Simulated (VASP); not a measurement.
# B3As2 (Cmmm) in VASP: notebook, part 2 of 2

VASP 6.6.1.

## Step 3: Single point, PBE

This run uses another cell than the first one, of 14.58 Å³/atom.

Input file INCAR:

```
  PREC = Accurate
  ENCUT = 520
  EDIFF = 1E-6
  ISMEAR = 0
  SIGMA = 0.1
  LREAL = False
  LASPH = True
  NELM = 80
  ALGO = Normal
  ISIF = 2
  LWAVE = False
  LCHARG = False
  GGA = PE
  NBANDS = 18
```

Input file KPOINTS:

```
Automatic mesh
0
Gamma
  10 10 14
```

Input file POSCAR:

```
B3As2
1.0
    2.2887848836     -5.5249976636      0.0000000000
    2.2887848836      5.5249976636      0.0000000000
    0.0000000000      0.0000000000      2.8823331384
B As
3 2
Direct
    0.6904668148      0.6904668148      0.5000000000
    0.3095331852      0.3095331852      0.5000000000
    0.5000000000      0.5000000000      0.0000000000
    0.8560743525      0.1439256475      0.5000000000
    0.1439256475      0.8560743525      0.5000000000
```

Potentials or basis: VASP PAW PBE potentials, release 64 (B, As).

Run with:

```
cat potpaw_PBE.64/B/POTCAR potpaw_PBE.64/As/POTCAR > POTCAR
mpirun -np 1 vasp_std > vasp.out
```

OUTCAR:

```text
PREC = Accurate
   ENCUT = 520
   EDIFF = 1E-6
   ISMEAR = 0
   LREAL = False
   LASPH = True
   NELM = 80
   ISIF = 2
   GGA = PE

 ion  position               nearest neighbor table
   1  0.690  0.690  0.500-   3 1.68   3 1.68   2 1.74   5 2.13   4 2.13
   2  0.310  0.310  0.500-   3 1.68   3 1.68   1 1.74   5 2.13   4 2.13
   3  0.500  0.500  0.000-   1 1.68   2 1.68   1 1.68   2 1.68
   4  0.856  0.144  0.500-   1 2.13   2 2.13
   5  0.144  0.856  0.500-   1 2.13   2 2.13

  LATTYP: Found a base centered orthorhombic cell.
 ALAT       =     4.5775697672
 B/A-ratio  =     2.4139436184
 C/A-ratio  =     0.6296644912

  Lattice vectors:

 A1 = (   2.2887848836,  -5.5249976636,   0.0000000000)
 A2 = (   2.2887848836,   5.5249976636,   0.0000000000)
 A3 = (   0.0000000000,   0.0000000000,   2.8823331384)

Analysis of symmetry for initial positions (statically):
=====================================================================
 Subroutine PRICEL returns:
 Original cell was already a primitive cell.

 Routine SETGRP: Setting up the symmetry group for a
 base centered orthorhombic supercell.

 Subroutine GETGRP returns: Found  8 space group operations
 (whereof  8 operations were pure point group operations)
 out of a pool of  8 trial point group operations.

The static configuration has the point symmetry D_2h.

Analysis of symmetry for dynamics (positions and initial velocities):
=====================================================================
 Subroutine PRICEL returns:
 Original cell was already a primitive cell.

 Routine SETGRP: Setting up the symmetry group for a
 base centered orthorhombic supercell.

 Subroutine GETGRP returns: Found  8 space group operations
 (whereof  8 operations were pure point group operations)
 out of a pool of  8 trial point group operations.

The dynamic configuration has the point symmetry D_2h.

[... 125 lines left out ...]
  volume/ion in A,a.u.               =      14.58        98.39
  Fermi-wavevector in a.u.,A,eV,Ry     =   1.045737  1.976156 14.878854  1.093565
  Thomas-Fermi vector in A             =   2.180545
   LORBIT       =      0    0 simple, 1 ext, 2 COOP (PROOUT), +10 PAW based schemes
   GGA     = PE    functional components
   LHFCALC =     F    Hartree Fock is set to
   AEXX    =    0.0000 exact exchange contribution
   IVDW    =     0    specifies the selected vdW correction
   LEPSILON=     F    determine dielectric tensor
   LRPA    =     F    only Hartree local field effects (RPA)
 non-spin polarized calculation
 Gauss-broadening in eV      SIGMA  =   0.10
  energy-cutoff  :      520.00
  volume of cell :       72.90
 maximum number of plane-waves:      1985
 NGX is ok and might be reduce to    48
   NGX = 23   NGY = 23   NGZ = 11

 number of electron      19.0000000 magnetization

 Free energy of the ion-electron system (eV)
  ---------------------------------------------------
  ext. energy  EPLUGINS =         0.00000000
  ---------------------------------------------------
  free energy    TOTEN  =       -27.67569282 eV

  energy without entropy =      -27.66851126  energy(sigma->0) =      -27.67210204

 E-fermi :   4.2443     XC(G=0):  -9.9221

 val. band max:        4.2258863873   @ k =  -0.3000   0.1000   0.3571
 cond. band min:       4.2611067630   @ k =   0.5000   0.1000   0.4286
 fundamental gap:      0.0352203757
 Fermi energy:         4.2442528373

 k-point     1 :       0.0000    0.0000    0.0000
  band No.  band energies     occupation
      1     -10.1663      2.00000
      2      -6.8230      2.00000
      3      -6.2812      2.00000
      4      -2.6366      2.00000
      5      -1.6515      2.00000
      6       0.6567      2.00000
[... 481 lines left out ...]
      5      -0.7901      2.00000
      6      -0.0266      2.00000
[... 10 lines left out ...]
     17      11.3713      0.00000
     18      12.9297      0.00000

 [... further k-points ...]

------------------------ aborting loop because EDIFF is reached ----------------------------------------

  FORCE on cell =-STRESS in cart. coord.  units (eV):
  Direction    XX          YY          ZZ          XY          YZ          ZX
  --------------------------------------------------------------------------------------
  -------------------------------------------------------------------------------------
  Total        0.1127203      0.1158650      0.0207368      0.0000000      0.0000000      0.0000000
  in kB        2.4774307      2.5465455      0.4557641      0.0000000      0.0000000      0.0000000
  external PRESSURE =       1.8265801 kB  Pullay stress =       0.0000000 kB

 VOLUME and BASIS-vectors are now :
 -----------------------------------------------------------------------------
  energy-cutoff  :      520.00
  volume of cell :       72.90
      direct lattice vectors                 reciprocal lattice vectors
     2.288784884 -5.524997664  0.000000000     0.218456528 -0.090497776  0.000000000
     2.288784884  5.524997664  0.000000000     0.218456528  0.090497776  0.000000000
     0.000000000  0.000000000  2.882333138     0.000000000  0.000000000  0.346941159

 POSITION                                       TOTAL-FORCE (eV/Angst)
 -----------------------------------------------------------------------------------
      3.16066      0.00000      1.44117        -0.030492      0.000000      0.000000
      1.41691      0.00000      1.44117         0.030492      0.000000      0.000000
      2.28878      0.00000      0.00000         0.000000     -0.000000      0.000000
      2.28878     -3.93462      1.44117         0.000000      0.043567     -0.000000
      2.28878      3.93462      1.44117         0.000000     -0.043567      0.000000
 -----------------------------------------------------------------------------------
    total drift:                               -0.000000     -0.000000     -0.000000

  FREE ENERGIE OF THE ION-ELECTRON SYSTEM (eV)
  ---------------------------------------------------
  free  energy   TOTEN  =       -27.6756928173 eV

  energy  without entropy=      -27.6685112599  energy(sigma->0) =      -27.67210204
```

Run time: 4.5 min. Hardware: 1 thread of Intel Xeon Platinum 8124M at 3.00GHz (Skylake/Cascade Lake), shared host; peak memory 0.43 GiB.

What came out:

| Quantity | Value |
| --- | --- |
| Free energy | -27.6757 eV |
| Pressure | 0.2 GPa |
| Largest force | 0.044 eV/Å |
| Band gap on the k mesh | zero (an odd number of electrons rules out a gap without spin polarisation) |

Forces on the atoms (eV/Å):
```
B   -0.030  0.000  0.000
B    0.030  0.000  0.000
B    0.000  0.000  0.000
As   0.000  0.044  0.000
As   0.000 -0.044  0.000
```

Stress tensor (GPa, compression positive):
```
0.25 0.00 0.00
0.00 0.25 0.00
0.00 0.00 0.05
```

## Step 4: Relaxation of cell and atoms, PBE

This run uses another cell than the first one, of 14.65 Å³/atom.

Input file INCAR:

```
ALGO     = Normal         # electronic algorithm
EDIFF    = 1E-7           # SCF threshold, eV
EDIFFG   = -0.01          # ionic threshold
ENCUT    = 600            # plane-wave cutoff, eV
GGA      = PE             # functional
IBRION   = 2              # ionic algorithm
ISIF     = 3              # what is computed and relaxed
ISMEAR   = 0              # smearing method
LASPH    = T              # aspherical terms in the spheres
LCHARG   = F              # write CHGCAR
LREAL    = F              # projectors in reciprocal space
LWAVE    = F              # write WAVECAR
NELM     = 60             # most SCF steps
NSW      = 100            # ionic steps
PREC     = Accurate       # precision mode
SIGMA    = 0.1            # smearing width, eV
```

Input file KPOINTS:

```
k-points
0
Gamma
  10 10 14
```

Input file POSCAR:

```
B3As2
1.0
    2.2843277465     -5.5561410198      0.0000000000
    2.2843277465      5.5561410198      0.0000000000
    0.0000000000      0.0000000000      2.8857231960
B As
3 2
Direct
    0.6909994482      0.6909994482      0.5000000000
    0.3090005518      0.3090005518      0.5000000000
    0.5000000000      0.5000000000      0.0000000000
    0.8579115624      0.1420884376      0.5000000000
    0.1420884376      0.8579115624      0.5000000000
```

Run with:

```
cat potpaw_PBE.64/B/POTCAR potpaw_PBE.64/As/POTCAR > POTCAR
mpirun -np 1 vasp_std > vasp.out
```

Run time: 23 min. Hardware: 1 thread of Intel Xeon Platinum 8124M at 3.00GHz (Skylake/Cascade Lake), shared host; peak memory 0.46 GiB.

The run converged. Its results:

```
Free energy                           : -27.6785 eV
Relaxed volume                        : 14.57 Å³/atom
Relaxed cell                          : a = 5.979 Å, b = 5.979 Å, c = 2.882 Å, α = 90.00°, β = 90.00°, γ = 135.00°
Space group after relaxing (to 0.1 Å) : Cmmm (No. 65)
Energy gained by relaxing             : 0.8 meV/atom
Ionic steps                           : 12
Pressure after relaxing               : 0.0 GPa
Largest force after relaxing          : 0.009 eV/Å
Band gap on the k mesh                : zero (an odd number of electrons rules out a gap without spin polarisation)
```

Forces in eV/Å, atoms in the order of the input:
```
B   -0.009  0.000  0.000
B    0.009  0.000  0.000
B    0.000  0.000  0.000
As   0.000 -0.009  0.000
As   0.000  0.009  0.000
```

Stress tensor (GPa, compression positive):
```
 0.11  0.00  0.00
 0.00 -0.08  0.00
 0.00  0.00 -0.02
```

The path:
```tsv
step	energy change (eV)	largest force (eV/Å)	pressure (GPa)	volume (Å³)
1	0.0000	0.2092	0.65	73.25
2	-0.0021	0.1380	-0.47	73.88
3	-0.0032	0.0350	-0.06	73.64
4	-0.0034	0.0257	-0.10	73.60
5	-0.0034	0.0268	-0.11	73.59
6	-0.0036	0.0204	-0.06	73.49
7	-0.0039	0.0114	0.10	73.19
8	-0.0039	0.0077	0.18	73.04
9	-0.0040	0.0048	0.15	73.01
10	-0.0042	0.0041	0.05	72.92
11	-0.0041	0.0219	-0.13	72.73
12	-0.0042	0.0094	0.00	72.86
```

Final structure:
```
CELL_PARAMETERS angstrom
2.28797 -5.52386 0.00000
2.28797 5.52386 0.00000
0.00000 0.00000 2.88246
ATOMIC_POSITIONS crystal
B 0.69051 0.69051 0.50000
B 0.30949 0.30949 0.50000
B 0.50000 0.50000 0.00000
As 0.85558 0.14442 0.50000
As 0.14442 0.85558 0.50000
```

Levels at points of the mesh, in eV from the Fermi level:
| k point | band 6 | band 7 | band 8 | band 9 | band 10 | band 11 | band 12 | band 13 |
| --- | --- | --- | --- | --- | --- | --- | --- | --- |
| (0.00, 0.00, 0.00) | -3.59 | -3.42 | -3.37 | 2.30 | 2.49 | 4.47 | 4.74 | 5.08 |
| (0.50, 0.00, 0.00) | -3.38 | -3.18 | -1.32 | -0.11 | 2.52 | 2.61 | 3.16 | 5.10 |
| (0.50, 0.50, 0.00) | -3.48 | -3.36 | -2.50 | -0.75 | 0.17 | 4.06 | 4.62 | 5.04 |
| (0.00, 0.00, 0.50) | -3.76 | -3.57 | -3.54 | -3.26 | -1.83 | -0.34 | 1.71 | 3.89 |
| (0.50, 0.00, 0.50) | -4.10 | -3.47 | -2.52 | -2.10 | -1.26 | 0.27 | 0.59 | 5.31 |
| (0.50, 0.50, 0.50) | -4.07 | -3.59 | -2.74 | -1.86 | -1.15 | -0.93 | 2.05 | 3.02 |

## Step 5: Overview

| task | cell | k mesh | cutoff (eV) | gap on the mesh (eV) | pressure (GPa) | relaxed volume (Å³/atom) | largest force (eV/Å) |
| --- | --- | --- | --- | --- | --- | --- | --- |
| relaxation of cell and atoms | relaxed from a = 4.025, b = 4.025, c = 5.975 Å, angles 90.0, 90.0, 121.5°, 5 atoms, atomic positions A | 6 × 6 × 4 | 600 | none | -0.1 | 15.34 | 0.03 |
| single point | a = 5.980, b = 5.980, c = 2.882 Å, angles 90.0, 90.0, 135.0°, 5 atoms, atomic positions B | 10 × 10 × 14 | 520 | none | 0.2 | - | 0.04 |
| relaxation of cell and atoms | relaxed from a = 6.007, b = 6.007, c = 2.886 Å, angles 90.0, 90.0, 135.3°, 5 atoms, atomic positions C | 10 × 10 × 14 | 600 | none | 0.0 | 14.57 | 0.01 |

Alike in all rows: level PBE; potentials or basis VASP PAW PBE potentials, release 64 (B, As); no spin polarisation; smearing gaussian 0.1 eV.

Caveats: a cell axis changed by over 15 % at a fixed basis, so the end point is rough (at least some runs).

Total energies depend on the potentials used, so only differences within one code and one set of settings carry meaning.
